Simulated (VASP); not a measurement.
The system is KBr.

```
K Br
1.0
     3.97632    0.00000    0.00000
     0.00000    3.97632    0.00000
     0.00000    0.00000    3.97632
K Br
1 1
Cartesian
  0.0000 0.0000 0.0000
  1.9882 1.9882 1.9882
```

Base run:

```yaml
Program: VASP 6.6.1
Functional: HSE06
Potentials_or_basis: VASP PAW PBE potentials, release 64 (K_sv, Br)
Cutoff: 520 eV
k_mesh: 4 × 4 × 4
Occupations: gaussian, width 0.01 eV
Spin: no spin polarisation
```

Its results: band gap on the k mesh 5.19 eV (least direct gap 5.49 eV); pressure 0.5 GPa.

Problem. The run is repeated on the same cell with these changes: functional from HSE06 to r2SCAN; occupations from gaussian, width 0.01 eV to fermi-dirac, width 0.001 eV. What comes out?

Solution. Band gap on the k mesh 4.77 eV (least direct gap 5.05 eV); pressure 0.0 GPa.

Caveats: the structure was generated, so it needn't be the stable form of KBr; the PAW data sets were made with another functional, which shifts forces and pressure a little.

A k mesh can miss the band edges.
